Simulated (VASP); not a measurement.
# Cd (Fm-3m) in VASP: single point with PBE

Aim: the single point of Cd with PBE.

Everything below comes from runs of VASP 6.6.1. Logs are shortened: lines on timing, memory, paths and dates and some standing lists are left out, and cuts for length are marked.

### 1 The cell of the first run

Symmetry: Fm-3m, No. 225, cubic system. Conventional cell: a = 4.505 Å, b = 4.505 Å, c = 4.505 Å, α = 90.00°, β = 90.00°, γ = 90.00°. Cd (site symmetry m-3m) has 12 Cd at 3.19 Å within 4.2 Å.

### 2 Single point, PBE

INCAR

```
PREC     = Accurate       # precision mode
ENCUT    = 500            # plane-wave cutoff, eV
EDIFF    = 1E-6           # SCF threshold, eV
ISMEAR   = -1             # smearing method
SIGMA    = 0.1            # smearing width, eV
LREAL    = F              # projectors in reciprocal space
LASPH    = T              # aspherical terms in the spheres
NELM     = 120            # most SCF steps
ALGO     = Normal         # electronic algorithm
ISIF     = 2              # what is computed and relaxed
LWAVE    = F              # write WAVECAR
LCHARG   = F              # write CHGCAR
GGA      = PE             # functional
NBANDS   = 32             # bands
GGA_COMPAT= F
```

KPOINTS

```
regular mesh
0
Gamma
  2 2 2
```

POSCAR

```
Cd
1.0
    4.5045898100      0.0000000000      0.0000000000
    0.0000000000      4.5045898100      0.0000000000
    0.0000000000      0.0000000000      4.5045898100
Cd
4
Direct
    0.5000000000      0.5000000000      0.0000000000
    0.0000000000      0.0000000000      0.0000000000
    0.5000000000      0.0000000000      0.5000000000
    0.0000000000      0.5000000000      0.5000000000
```

Potentials or basis: VASP PAW PBE potentials, release 64 (Cd).

Launch:

```
> cat potpaw_PBE.64/Cd/POTCAR > POTCAR
> mpirun -np 1 vasp_std > vasp.out
```

OUTCAR:

```text
PREC = Accurate
   ENCUT = 500
   EDIFF = 1E-6
   ISMEAR = -1
   LREAL = F
   LASPH = T
   NELM = 120
   ISIF = 2
   GGA = PE

 ion  position               nearest neighbor table
   1  0.500  0.500  0.000-   2 3.19   3 3.19   4 3.19   3 3.19   4 3.19   2 3.19   3 3.19   3 3.19
                             2 3.19   4 3.19   4 3.19   2 3.19
   2  0.000  0.000  0.000-   1 3.19   3 3.19   4 3.19   3 3.19   4 3.19   1 3.19   4 3.19   4 3.19
                             1 3.19   3 3.19   3 3.19   1 3.19
   3  0.500  0.000  0.500-   1 3.19   2 3.19   4 3.19   1 3.19   2 3.19   1 3.19   4 3.19   1 3.19
                             2 3.19   4 3.19   2 3.19   4 3.19
   4  0.000  0.500  0.500-   1 3.19   2 3.19   3 3.19   1 3.19   2 3.19   2 3.19   3 3.19   2 3.19
                             1 3.19   3 3.19   1 3.19   3 3.19

  LATTYP: Found a simple cubic cell.
 ALAT       =     4.5045898100

  Lattice vectors:

 A1 = (   4.5045898100,   0.0000000000,   0.0000000000)
 A2 = (   0.0000000000,   4.5045898100,   0.0000000000)
 A3 = (   0.0000000000,   0.0000000000,   4.5045898100)

Analysis of symmetry for initial positions (statically):
=====================================================================
 Subroutine PRICEL returns following result:

  LATTYP: Found a face centered cubic cell.
 ALAT       =     4.5045898100

  Lattice vectors:

 A1 = (   2.2522949050,  -2.2522949050,   0.0000000000)
 A2 = (   2.2522949050,   0.0000000000,   2.2522949050)
 A3 = (   0.0000000000,  -2.2522949050,   2.2522949050)

   4 primitive cells build up your supercell.

 Routine SETGRP: Setting up the symmetry group for a
 simple cubic supercell.

 Subroutine GETGRP returns: Found 48 space group operations
 (whereof 48 operations were pure point group operations)
 out of a pool of 48 trial point group operations.

The static configuration has the point symmetry O_h .

Analysis of symmetry for dynamics (positions and initial velocities):
=====================================================================
 Subroutine PRICEL returns following result:

  LATTYP: Found a face centered cubic cell.
 ALAT       =     4.5045898100

  Lattice vectors:

 A1 = (   2.2522949050,  -2.2522949050,   0.0000000000)
 A2 = (   2.2522949050,   0.0000000000,   2.2522949050)
 A3 = (   0.0000000000,  -2.2522949050,   2.2522949050)

   4 primitive cells build up your supercell.

 Routine SETGRP: Setting up the symmetry group for a
 simple cubic supercell.

 Subroutine GETGRP returns: Found 48 space group operations
 (whereof 48 operations were pure point group operations)
 out of a pool of 48 trial point group operations.

The dynamic configuration has the point symmetry O_h .

 Subroutine INISYM returns: Found 48 space group operations
 (whereof 48 operations are pure point group operations),
 and found     4 'primitive' translations

----------------------------------------------------------------------------------------

                                     Primitive cell

  volume of cell :      22.8510

  direct lattice vectors                    reciprocal lattice vectors
     2.252294905 -2.252294905  0.000000000     0.221995796 -0.221995796 -0.221995796
     2.252294905  0.000000000  2.252294905     0.221995796  0.221995796  0.221995796
     0.000000000 -2.252294905  2.252294905    -0.221995796 -0.221995796  0.221995796

  length of vectors
     3.185226001  3.185226001  3.185226001     0.384507998  0.384507998  0.384507998

  position of ions in fractional coordinates (direct lattice)
     0.000000000  0.000000000  1.000000000

  ion indices of the primitive-cell ions
   primitive index   ion index
                 1           1

----------------------------------------------------------------------------------------

 KPOINTS: regular mesh

Automatic generation of k-mesh.
 Grid dimensions read from file:
 generate k-points for:    2    2    2

 Generating k-lattice:

  Cartesian coordinates                     Fractional coordinates (reciprocal lattice)
     0.110997898  0.000000000  0.000000000     0.500000000  0.000000000  0.000000000
     0.000000000  0.110997898  0.000000000     0.000000000  0.500000000  0.000000000
     0.000000000  0.000000000  0.110997898     0.000000000  0.000000000  0.500000000

  Length of vectors
     0.110997898  0.110997898  0.110997898

  Shift w.r.t. Gamma in fractional coordinates (k-lattice)
     0.000000000  0.000000000  0.000000000

 Subroutine IBZKPT returns following result:
 ===========================================

 Found      4 irreducible k-points:

 Following reciprocal coordinates:
            Coordinates               Weight
  0.000000  0.000000  0.000000      1.000000
  0.500000  0.000000  0.000000      3.000000
  0.500000  0.500000  0.000000      3.000000
  0.500000  0.500000  0.500000      1.000000
   k-points           NKPTS =      4   k-points in BZ     NKDIM =      4   number of bands    NBANDS=     32
   number of dos      NEDOS =    301   number of ions     NIONS =      4
   total plane-waves  NPLWV =  46656
   dimension x,y,z NGX =    36 NGY =   36 NGZ =   36
   dimension x,y,z NGXF=    72 NGYF=   72 NGZF=   72
   ions per type =               4
   NGX,Y,Z   is equivalent  to a cutoff of  13.29, 13.29, 13.29 a.u.
   NGXF,Y,Z  is equivalent  to a cutoff of  26.57, 26.57, 26.57 a.u.
 SYSTEM =  unknown system
   PREC   = accura    normal or accurate (medium, high low for compatibility)
   ISTART =      0    job   : 0-new  1-cont  2-samecut
   ICHARG =      2    charge: 1-file 2-atom 10-const
   ISPIN  =      1    spin polarized calculation?
   LNONCOLLINEAR =      F non collinear calculations
   LSORBIT =      F    spin-orbit coupling
   LASPH  =      T    aspherical Exc in radial PAW
   ENCUT  =  500.0 eV  36.75 Ry    6.06 a.u.   8.21  8.21  8.21*2*pi/ulx,y,z
   NELM   =    120;   NELMIN=  2; NELMDL= -5     # of ELM steps
   EDIFF  = 0.1E-05   stopping-criterion for ELM
   LREAL  =      F    real-space projection
   EDIFFG = 0.1E-04   stopping-criterion for IOM
   NSW    =      0    number of steps for IOM
   IBRION =     -1    ionic relax: 0-MD 1-quasi-New 2-CG
   NFREE  =      0    steps in history (QN), initial steepest desc. (CG)
   ISIF   =      2    stress and relaxation
   ISYM   =      2    0-nonsym 1-usesym 2-fastsym
   POTIM  = 0.5000    time-step for ionic-motion
   TEBEG  =    0.0;   TEEND  =   0.0 temperature during run
   PSTRESS=    0.0 pullay stress
   NELECT =      48.0000    total number of electrons
   NUPDOWN=      -1.0000    fix difference up-down
   EMIN   =  10.00;   EMAX   =-10.00  energy-range for DOS
   EFERMI =   0.00;   METHOD = LEGACY
   ISMEAR =    -1;   SIGMA  =   0.10  broadening in eV -4-tet -1-fermi 0-gaus
   EFERMI_NEDOS =   21; number of points for ismear=-14 and -15
   IALGO  =     38    algorithm
   IMIX   =      4    mixing-type and parameters
     AMIX     =   0.40;   BMIX     =  1.00
     AMIX_MAG =   1.60;   BMIX_MAG =  1.00
  volume/ion in A,a.u.               =      22.85       154.21
  Fermi-wavevector in a.u.,A,eV,Ry     =   1.320789  2.495929 23.735127  1.744483
  Thomas-Fermi vector in A             =   2.450589
   LORBIT       =      0    0 simple, 1 ext, 2 COOP (PROOUT), +10 PAW based schemes
   GGA     = PE    functional components
   LHFCALC =     F    Hartree Fock is set to
   AEXX    =    0.0000 exact exchange contribution
   IVDW    =     0    specifies the selected vdW correction
   LEPSILON=     F    determine dielectric tensor
   LRPA    =     F    only Hartree local field effects (RPA)
 non-spin polarized calculation
  energy-cutoff  :      500.00
  volume of cell :       91.40
 maximum number of plane-waves:      2360
 NGX is ok and might be reduce to    36
   NGX = 17   NGY = 17   NGZ = 17

 number of electron      48.0000037 magnetization

 Free energy of the ion-electron system (eV)
  ---------------------------------------------------
  ext. energy  EPLUGINS =         0.00000000
  ---------------------------------------------------
  free energy    TOTEN  =        -3.28032242 eV

  energy without entropy =       -3.22777803  energy(sigma->0) =       -3.25405023

 E-fermi :   3.7976     XC(G=0): -10.7448

 val. band max:        3.7319350699   @ k =   0.0000   0.0000   0.0000
 cond. band min:       4.3725814688   @ k =   0.5000   0.0000   0.0000
 fundamental gap:      0.6406463989
 Fermi energy:         3.7976024614

 k-point     1 :       0.0000    0.0000    0.0000
  band No.  band energies     occupation
      1      -7.0752      2.00000
      2      -7.0752      2.00000
      3      -7.0752      2.00000
      4      -7.0004      2.00000
      5      -7.0004      2.00000
      6      -7.0004      2.00000
[... 24 lines left out ...]
     31       9.1502      0.00000
     32       9.1502      0.00000

 k-point     2 :       0.5000    0.0000    0.0000
  band No.  band energies     occupation
      1      -6.7927      2.00000
      2      -6.7927      2.00000
      3      -6.6954      2.00000
      4      -6.6954      2.00000
      5      -6.5354      2.00000
      6      -6.5354      2.00000
[... 24 lines left out ...]
     31      11.8374      0.00000
     32      11.8374      0.00000

 k-point     3 :       0.5000    0.5000    0.0000
  band No.  band energies     occupation
      1      -6.5980      2.00000
      2      -6.5980      2.00000
      3      -6.5980      2.00000
      4      -6.5980      2.00000
      5      -6.5214      2.00000
      6      -6.5214      2.00000
[... 24 lines left out ...]
     31       7.0045      0.00000
     32       7.0045      0.00000

 k-point     4 :       0.5000    0.5000    0.5000
  band No.  band energies     occupation
      1      -6.9311      2.00000
      2      -6.9311      2.00000
      3      -6.9311      2.00000
      4      -6.9311      2.00000
      5      -6.4932      2.00000
      6      -6.4932      2.00000
[... 24 lines left out ...]
     31      14.6502      0.00000
     32      14.6502      0.00000

------------------------ aborting loop because EDIFF is reached ----------------------------------------

  FORCE on cell =-STRESS in cart. coord.  units (eV):
  Direction    XX          YY          ZZ          XY          YZ          ZX
  --------------------------------------------------------------------------------------
  -------------------------------------------------------------------------------------
  Total        0.2479692      0.2479692      0.2479692      0.0000000      0.0000000      0.0000000
  in kB        4.3465286      4.3465286      4.3465286      0.0000000      0.0000000      0.0000000
  external PRESSURE =       4.3465286 kB  Pullay stress =       0.0000000 kB

 VOLUME and BASIS-vectors are now :
 -----------------------------------------------------------------------------
  energy-cutoff  :      500.00
  volume of cell :       91.40
      direct lattice vectors                 reciprocal lattice vectors
     4.504589810  0.000000000  0.000000000     0.221995796  0.000000000  0.000000000
     0.000000000  4.504589810  0.000000000     0.000000000  0.221995796  0.000000000
     0.000000000  0.000000000  4.504589810     0.000000000  0.000000000  0.221995796

 POSITION                                       TOTAL-FORCE (eV/Angst)
 -----------------------------------------------------------------------------------
      2.25229      2.25229      0.00000         0.000000     -0.000000      0.000000
      0.00000      0.00000      0.00000        -0.000000     -0.000000     -0.000000
      2.25229      0.00000      2.25229        -0.000000      0.000000     -0.000000
      0.00000      2.25229      2.25229        -0.000000      0.000000     -0.000000
 -----------------------------------------------------------------------------------
    total drift:                                0.000000      0.000000      0.000000

  FREE ENERGIE OF THE ION-ELECTRON SYSTEM (eV)
  ---------------------------------------------------
  free  energy   TOTEN  =        -3.2803224238 eV

  energy  without entropy=       -3.2277780337  energy(sigma->0) =       -3.25405023
```

Wall time 7.4 s (1 thread of Intel Xeon Platinum 8488C (Sapphire Rapids), shared host); peak memory 0.19 GiB.

What came out:

```
Free energy            : -3.2803 eV
Pressure               : 0.4 GPa
Band gap on the k mesh : zero (band 24 reaches 4.37 eV, above the bottom of band 25 at 1.13 eV)
```

Levels at points of the mesh, in eV from the Fermi level:
```tsv
k point	band 23	band 24	band 25	band 26	band 27	band 28
(0.00, 0.00, 0.00)	-1.97	-1.97	-0.07	-0.07	-0.07	5.35
(0.50, 0.00, 0.00)	0.57	0.57	0.77	0.77	0.77	0.77
(0.50, 0.50, 0.00)	-5.21	-5.21	3.18	3.18	3.18	3.18
(0.50, 0.50, 0.50)	-3.42	-3.42	-2.67	-2.67	-2.67	-2.67
```

Caveat: the k points lie up to 0.70 Å⁻¹ apart.
